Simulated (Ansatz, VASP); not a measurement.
## One calculation of C, two programs

File INCAR:

```
PREC = Accurate
ENCUT = 520
EDIFF = 1E-7
ISMEAR = 0
SIGMA = 0.1
LREAL = False
LASPH = True
NELM = 100
ALGO = Normal
ISIF = 2
LWAVE = False
LCHARG = True
LDIPOL = True
IDIPOL = 3
DIPOL = 0.5 0.5 0.349
GGA = PE
IVDW = 12
LELF = True
LVHAR = True
LVACPOTAV = True
NBANDS = 16
```

The input KPOINTS:

```
regular mesh
0
Gamma
  15 15 1
```

POSCAR

```
C
1.0
    2.4656524409      0.0000000000      0.0000000000
   -1.2328262205      2.1353176508      0.0000000000
    0.0000000000      0.0000000000     17.5000663883
C
4
Direct
    0.6666666667      0.3333333333      0.2571437784
    0.3333333333      0.6666666667      0.2571418816
    0.6666666667      0.3333333333      0.4417164036
    0.3333333333      0.6666666667      0.4417145068
```

Input for Ansatz:

```yaml
crystal:
  lattice:
    - [2.4656524409, 0.0, 0.0]
    - [-1.2328262205, 2.1353176508, 0.0]
    - [0.0, 0.0, 17.5000663883]
  atoms:
    - { symbol: C, position: [0.6666666667, 0.3333333333, 0.2571437784] }
    - { symbol: C, position: [0.3333333333, 0.6666666667, 0.2571418816] }
    - { symbol: C, position: [0.6666666667, 0.3333333333, 0.4417164036] }
    - { symbol: C, position: [0.3333333333, 0.6666666667, 0.4417145068] }
basis:
  ecutwfc: 420
kpoints:
  mp_grid: { grid: [15, 15, 1] }
hamiltonian:
  xc: pbe
  pseudopotentials: { kind: paw, azcp: { folder: soft_1 } }
  dispersion: d3bj
scf:
  occupations: { method: gaussian, width: 0.1 }
output:
  forces: true
  eigenvalues: true
efield:
  axis: 3
  dipole_correction: true
  ramp_width: 0.04
```

Alike in both runs: task single point; functional PBE; dispersion D3(BJ); k mesh 15 × 15 × 1; occupations gaussian, width 0.1 eV; no spin polarisation.

|  | VASP | Ansatz |
| --- | --- | --- |
| version | VASP 6.6.1 | Ansatz 0.2.0 |
| potentials or method | VASP PAW PBE potentials, release 64 (C), cutoff 520 eV | scalar-relativistic, plane waves, PAW |
| valence electrons in the cell | 16 | 16 |

```tsv
	VASP	Ansatz	Ansatz less VASP
gap on the k mesh at the Fermi level (eV)	0.84	0.84	-0.001
least direct gap on the mesh (eV)	0.84	0.84	-0.001
rms of the force components (eV/Å)	0.058	0.057	-0.0002
```

Atom by atom the forces differ by 0.000 eV/Å (rms over components). Ansatz's warnings: structure snapped to symmetry.
